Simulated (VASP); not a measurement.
## Na: single point with r2SCAN

Na:

```
Na
1.0
     3.41376    0.00000    0.00000
     0.00000    3.41376    0.00000
     0.00000    0.00000    3.41376
Na
1
Direct
  0.00000 0.00000 0.00000
```

This isn't the form of Na at room conditions, which is bcc.

```
Program                : VASP 6.6.1
Task                   : single point
Functional             : r2SCAN
Potentials or basis    : VASP PAW PBE potentials, release 64 (Na_pv)
Cutoff                 : 520 eV
k mesh                 : 16 × 16 × 16
Occupations            : gaussian, width 0.1 eV
Spin                   : no spin polarisation
Dipole correction      : no
Further INCAR settings : ALGO = Normal; EDIFF = 1e-06; NBANDS = 10
```

- Pressure: 0.1 GPa
- Band gap on the k mesh: zero (an odd number of electrons rules out a gap without spin polarisation)

Levels at points of the mesh, in eV from the Fermi level:
```csv
k point,band 1,band 2,band 3,band 4,band 5,band 6
"(0.00, 0.00, 0.00)",-26.27,-26.27,-26.27,-3.35,8.65,8.65
"(0.50, 0.00, 0.00)",-26.32,-26.27,-26.27,-0.09,0.37,11.04
"(0.50, 0.50, 0.00)",-26.31,-26.31,-26.26,3.17,3.17,3.24
"(0.50, 0.50, 0.50)",-26.30,-26.30,-26.30,6.12,6.12,6.12
```

It took 4.6 min on 1 thread of Oxide Virtual Turin-like Processor, with other jobs on the host, peak memory 0.16 GiB.

Caveat: the PAW data sets were made with another functional, which shifts forces and pressure a little.
